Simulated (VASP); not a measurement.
# GaSb2 (P6/mmm) in VASP: further runs

Runs on GaSb2. Level: PBE. Tasks: relaxation of cell and atoms, single point.

All numbers are computed with VASP 6.6.1; they aren't measurements. Logs are shortened: lines on timing, memory, paths and dates and some standing lists are left out, and cuts for length are marked.

**1. The cell of the first run**

The structure is hexagonal, space group P6/mmm (No. 191). The conventional cell has a = 4.268 Å, b = 4.268 Å, c = 4.607 Å, α = 90.00°, β = 90.00°, γ = 120.00°. Within 4.4 Å of Ga (site symmetry 6/mmm) lie 12 Sb at 3.37 Å and 6 Ga at 4.27 Å. Within 3.4 Å of Sb (site symmetry -6m2) lie 3 Sb at 2.46 Å and 6 Ga at 3.37 Å.

The cell was generated, and may not be a known phase.

**2. Relaxation of cell and atoms, PBE**

INCAR

```
SYSTEM = GaSb2
PREC     = Accurate       ! precision mode
ENCUT    = 600            ! plane-wave cutoff, eV
EDIFF    = 1E-6           ! SCF threshold, eV
ISMEAR   = 0              ! smearing method
SIGMA    = 0.1            ! smearing width, eV
LREAL    = .FALSE.        ! projectors in reciprocal space
LASPH    = .TRUE.         ! aspherical terms in the spheres
NELM     = 80             ! most SCF steps
ALGO     = Normal         ! electronic algorithm
ISIF     = 3              ! what is computed and relaxed
LWAVE    = .FALSE.        ! write WAVECAR
LCHARG   = .FALSE.        ! write CHGCAR
GGA      = PE             ! functional
IBRION   = 2              ! ionic algorithm
NSW      = 90             ! ionic steps
EDIFFG   = -0.04          ! ionic threshold
```

KPOINTS

```
regular mesh
0
G
  6 6 4
  0 0 0
```

POSCAR

```
GaSb2
1.0
    4.2675955800      0.0000000000      0.0000000000
   -2.1337977900      3.6958461800      0.0000000000
    0.0000000000      0.0000000000      4.6071899500
Ga Sb
1 2
Direct
    0.0000000000      0.0000000000      0.0000000000
    0.3333333300      0.6666666700      0.5000000000
    0.6666666700      0.3333333300      0.5000000000
```

Potentials or basis: VASP PAW PBE potentials, release 64 (Ga_d, Sb).

Command:

```console
> cat potpaw_PBE.64/Ga_d/POTCAR potpaw_PBE.64/Sb/POTCAR > POTCAR
> mpirun -np 1 vasp_std > vasp.out
```

OUTCAR:

```text
SYSTEM = GaSb2
   PREC = Accurate
   ENCUT = 600
   EDIFF = 1E-6
   ISMEAR = 0
   LREAL = .FALSE.
   LASPH = .TRUE.
   NELM = 80
   ISIF = 3
   GGA = PE
   IBRION = 2
   NSW = 90
   EDIFFG = -0.04

 ion  position               nearest neighbor table
   1  0.000  0.000  0.000-
   2  0.333  0.667  0.500-   3 2.46   3 2.46   3 2.46
   3  0.667  0.333  0.500-   2 2.46   2 2.46   2 2.46

  LATTYP: Found a hexagonal cell.
 ALAT       =     4.2675955800
 C/A-ratio  =     1.0795751058

  Lattice vectors:

 A1 = (   4.2675955800,   0.0000000000,   0.0000000000)
 A2 = (  -2.1337977900,   3.6958461800,   0.0000000000)
 A3 = (   0.0000000000,   0.0000000000,   4.6071899500)

Analysis of symmetry for initial positions (statically):
=====================================================================
 Subroutine PRICEL returns:
 Original cell was already a primitive cell.

 Routine SETGRP: Setting up the symmetry group for a
 hexagonal supercell.

 Subroutine GETGRP returns: Found 24 space group operations
 (whereof 24 operations were pure point group operations)
 out of a pool of 24 trial point group operations.

The static configuration has the point symmetry D_6h.

Analysis of symmetry for dynamics (positions and initial velocities):
=====================================================================
 Subroutine PRICEL returns:
 Original cell was already a primitive cell.

 Routine SETGRP: Setting up the symmetry group for a
 hexagonal supercell.

 Subroutine GETGRP returns: Found 24 space group operations
 (whereof 24 operations were pure point group operations)
 out of a pool of 24 trial point group operations.

The dynamic configuration has the point symmetry D_6h.

 Subroutine INISYM returns: Found 24 space group operations
 (whereof 24 operations are pure point group operations),
 and found     1 'primitive' translations

----------------------------------------------------------------------------------------

                                     Primitive cell

  volume of cell :      72.6663

  direct lattice vectors                    reciprocal lattice vectors
     4.267595580  0.000000000  0.000000000     0.234323984  0.135287016  0.000000000
    -2.133797790  3.695846180  0.000000000     0.000000000  0.270574031  0.000000000
     0.000000000  0.000000000  4.607189950     0.000000000  0.000000000  0.217052045

  length of vectors
     4.267595580  4.267595575  4.607189950     0.270574031  0.270574031  0.217052045
[... 78 lines left out ...]
   NELM   =     80;   NELMIN=  2; NELMDL= -5     # of ELM steps
   EDIFF  = 0.1E-05   stopping-criterion for ELM
   LREAL  =      F    real-space projection
   EDIFFG = -.4E-01   stopping-criterion for IOM
   NSW    =     90    number of steps for IOM
   IBRION =      2    ionic relax: 0-MD 1-quasi-New 2-CG
   NFREE  =      1    steps in history (QN), initial steepest desc. (CG)
   ISIF   =      3    stress and relaxation
   ISYM   =      2    0-nonsym 1-usesym 2-fastsym
   POTIM  = 0.5000    time-step for ionic-motion
   TEBEG  =    0.0;   TEEND  =   0.0 temperature during run
   PSTRESS=    0.0 pullay stress
   NELECT =      23.0000    total number of electrons
   NUPDOWN=      -1.0000    fix difference up-down
   EMIN   =  10.00;   EMAX   =-10.00  energy-range for DOS
   EFERMI =   0.00;   METHOD = LEGACY
   ISMEAR =     0;   SIGMA  =   0.10  broadening in eV -4-tet -1-fermi 0-gaus
   EFERMI_NEDOS =   21; number of points for ismear=-14 and -15
   IALGO  =     38    algorithm
   IMIX   =      4    mixing-type and parameters
     AMIX     =   0.40;   BMIX     =  1.00
     AMIX_MAG =   1.60;   BMIX_MAG =  1.00
  volume/ion in A,a.u.               =      24.22       163.46
  Fermi-wavevector in a.u.,A,eV,Ry     =   1.115680  2.108330 16.935744  1.244742
  Thomas-Fermi vector in A             =   2.252287
   LORBIT       =      0    0 simple, 1 ext, 2 COOP (PROOUT), +10 PAW based schemes
   GGA     = PE    functional components
   LHFCALC =     F    Hartree Fock is set to
   AEXX    =    0.0000 exact exchange contribution
   IVDW    =     0    specifies the selected vdW correction
   LEPSILON=     F    determine dielectric tensor
   LRPA    =     F    only Hartree local field effects (RPA)
 conjugate gradient relaxation of ions
 non-spin polarized calculation
 Gauss-broadening in eV      SIGMA  =   0.10
  energy-cutoff  :      600.00
  volume of cell :       72.67
 maximum number of plane-waves:      2449
 NGX is ok and might be reduce to    36
   NGX = 17   NGY = 17   NGZ = 19

--------------------------------------- Ionic step        1  -------------------------------------------

 number of electron      23.0000001 magnetization

 Free energy of the ion-electron system (eV)
  ---------------------------------------------------
  ext. energy  EPLUGINS =         0.00000000
  ---------------------------------------------------
  free energy    TOTEN  =        -6.84117295 eV

  energy without entropy =       -6.83015233  energy(sigma->0) =       -6.83566264

------------------------ aborting loop because EDIFF is reached ----------------------------------------

  FORCE on cell =-STRESS in cart. coord.  units (eV):
  Direction    XX          YY          ZZ          XY          YZ          ZX
  --------------------------------------------------------------------------------------
  -------------------------------------------------------------------------------------
  Total       22.2646098     22.2646098     -0.3441040      0.0000000      0.0000000      0.0000000
  in kB      490.8992954    490.8992940     -7.5869464      0.0000000      0.0000000      0.0000000
  external PRESSURE =     324.7372144 kB  Pullay stress =       0.0000000 kB
[... 853 lines left out ...]
      2      -1.6591      2.00000
      3      -0.7066      2.00000
      4      -0.7066      2.00000
      5       0.1337      2.00000
      6       6.7024      2.00000
      7       6.7024      2.00000
      8      10.9988      2.00000
      9      11.0200      2.00000
     10      11.0200      2.00000
     11      14.3772      2.00000
     12      16.7801      0.00000
     13      18.5973      0.00000
     14      19.4808      0.00000
     15      19.4808      0.00000

[... ionic steps 4 to 15 ...]

--------------------------------------- Ionic step       16  -------------------------------------------

 number of electron      23.0000014 magnetization

 E-fermi :   6.6684     XC(G=0):  -9.9446
[... 454 lines left out ...]
--------------------------------------- Ionic step       18  -------------------------------------------

 number of electron      23.0000017 magnetization

 Free energy of the ion-electron system (eV)
  ---------------------------------------------------
  ext. energy  EPLUGINS =         0.00000000
  ---------------------------------------------------
  free energy    TOTEN  =       -10.87325050 eV

  energy without entropy =      -10.87193661  energy(sigma->0) =      -10.87259356

 E-fermi :   6.9693     XC(G=0): -10.0504

 val. band max:        6.5440406808   @ k =   0.3333   0.1667   0.2500
 cond. band min:       6.9820002571   @ k =   0.0000   0.0000   0.5000
 fundamental gap:      0.4379595763
 Fermi energy:         6.9692685992
[... 406 lines left out ...]
  FREE ENERGIE OF THE ION-ELECTRON SYSTEM (eV)
  ---------------------------------------------------
  free  energy   TOTEN  =       -10.8732505040 eV

  energy  without entropy=      -10.8719366061  energy(sigma->0) =      -10.87259356

 reached required accuracy - stopping structural energy minimisation
```

OSZICAR:

```text
N       E                     dE             d eps       ncg     rms          rms(c)
DAV:   1     0.129856065441E+03    0.12986E+03   -0.11128E+04   638   0.189E+03
DAV:   2     0.307052972610E+01   -0.12679E+03   -0.12585E+03   721   0.376E+02
DAV:   3    -0.673391798458E+01   -0.98044E+01   -0.94834E+01   812   0.852E+01
[... 175 lines left out ...]
DAV:   1    -0.108735593970E+02   -0.32190E-03   -0.49739E-03   763   0.101E+00    0.101E-01
DAV:   2    -0.108733177122E+02    0.24168E-03   -0.52087E-04   749   0.355E-01    0.463E-02
DAV:   3    -0.108732559555E+02    0.61757E-04   -0.98071E-05   798   0.137E-01    0.942E-03
DAV:   4    -0.108732510696E+02    0.48859E-05   -0.59854E-06   683   0.327E-02    0.375E-03
DAV:   5    -0.108732505040E+02    0.56553E-06   -0.81093E-07   350   0.113E-02
  18 F= -.10873251E+02 E0= -.10872594E+02  d E =-.660571E-01
```

CONTCAR:

```text
GaSb2
   1.00000000000000
     5.2538682282768319    0.0000000000000000   -0.0000000000000000
    -2.6269341141384159    4.5499833444312721    0.0000000000000000
    -0.0000000000000000   -0.0000000000000000    3.2862324747057188
  Ga              Sb
     1     2
Direct
     0.0000000000000000    0.0000000000000000    0.0000000000000000
     0.3333333300000021    0.6666666699999979    0.5000000000000000
     0.6666666699999979    0.3333333300000021    0.5000000000000000

  0.00000000E+00  0.00000000E+00  0.00000000E+00
  0.00000000E+00  0.00000000E+00  0.00000000E+00
  0.00000000E+00  0.00000000E+00  0.00000000E+00
```

It took 6.3 min on 1 thread of Intel Xeon 8259CL, shared host; peak memory 0.25 GiB.

Results:

* Free energy: -10.8733 eV
* Relaxed volume: 26.19 Å³/atom
* Relaxed cell: a = 5.254 Å, b = 5.254 Å, c = 3.286 Å, α = 90.00°, β = 90.00°, γ = 120.00°
* Space group after relaxing (to 0.1 Å): P6/mmm (No. 191)
* Pressure after relaxing: 0.0 GPa
* Band gap on the k mesh: zero (an odd number of electrons rules out a gap without spin polarisation)

Final structure:
```cif
data_structure
_symmetry_space_group_name_H-M 'P 1'
_symmetry_Int_Tables_number 1
_cell_length_a 5.2539
_cell_length_b 5.2539
_cell_length_c 3.2862
_cell_angle_alpha 90.000
_cell_angle_beta 90.000
_cell_angle_gamma 120.000
_cell_volume 78.56
loop_
_atom_site_label
_atom_site_type_symbol
_atom_site_fract_x
_atom_site_fract_y
_atom_site_fract_z
_atom_site_occupancy
Ga1 Ga 0.00000 0.00000 0.00000 1
Sb1 Sb 0.33333 0.66667 0.50000 1
Sb2 Sb 0.66667 0.33333 0.50000 1
```

Levels at points of the mesh, in eV from the Fermi level:
| k point | band 8 | band 9 | band 10 | band 11 | band 12 | band 13 | band 14 | band 15 |
| --- | --- | --- | --- | --- | --- | --- | --- | --- |
| (0.00, 0.00, 0.00) | -4.81 | -3.79 | -3.79 | -2.19 | -2.19 | 1.63 | 5.57 | 5.60 |
| (0.50, 0.00, 0.00) | -6.51 | -5.06 | 0.07 | 0.89 | 2.13 | 2.83 | 2.89 | 3.72 |
| (0.00, 0.00, 0.50) | -5.46 | -2.20 | -2.20 | -1.59 | -1.40 | 0.01 | 0.97 | 0.97 |
| (0.50, 0.00, 0.50) | -4.89 | -4.73 | -2.99 | -2.64 | -2.42 | 0.69 | 2.73 | 3.24 |

Caveat: a cell axis changed by over 15 % at a fixed basis, so the end point is rough; spin-orbit coupling is left out, which moves the levels of the heavy elements; an odd number of electrons without spin polarisation forces a metal; a magnetic or distorted state may lie lower.

[end of part 1 of 2]

The gap in the log of VASP goes by the Fermi energy; the results here count the filled bands.